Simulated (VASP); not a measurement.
Input of a VASP 6.6.1 run:

INCAR

```
SYSTEM = TiO2
PREC = Accurate
ENCUT = 520
EDIFF = 1E-6
ISMEAR = -1
SIGMA = 0.05
LREAL = .False.
LASPH = .True.
NELM = 80
ALGO = Normal
ISIF = 2
LWAVE = .False.
LCHARG = .False.
GGA = PE
NBANDS = 33
```

The input KPOINTS:

```
regular mesh
0
Gamma
  7 7 10
  0 0 0
```

The input POSCAR:

```
TiO2
1.0
    4.5940000000      0.0459400000      0.0459400000
    0.0459400000      4.5940000000      0.0459400000
    0.0295900000      0.0295900000      2.9590000000
Ti O
2 4
Direct
    0.0000000000      0.0000000000      0.0000000000
    0.5000000000      0.5000000000      0.5000000000
    0.3060000000      0.3060000000      0.0000000000
    0.1940000000      0.8060000000      0.5000000000
    0.6940000000      0.6940000000      0.0000000000
    0.8060000000      0.1940000000      0.5000000000
```

Potentials or basis: VASP PAW PBE potentials, release 64 (Ti_sv, O).

The run is started by

```console
$ cat potpaw_PBE.64/Ti_sv/POTCAR potpaw_PBE.64/O/POTCAR > POTCAR
$ mpirun -np 1 vasp_std > vasp.out
```

(1) Predict the largest force.

(2) What does it give for the band gap on the k mesh?

(3) Predict the pressure.

## Answers

(1) 0.377 eV/Å.

(2) 1.91 eV.

(3) 6.4 GPa.

Caveat: the cell differs from its parent crystal (equal xy, yz and zx shear strains of +2 %); the cell stands under pressure.
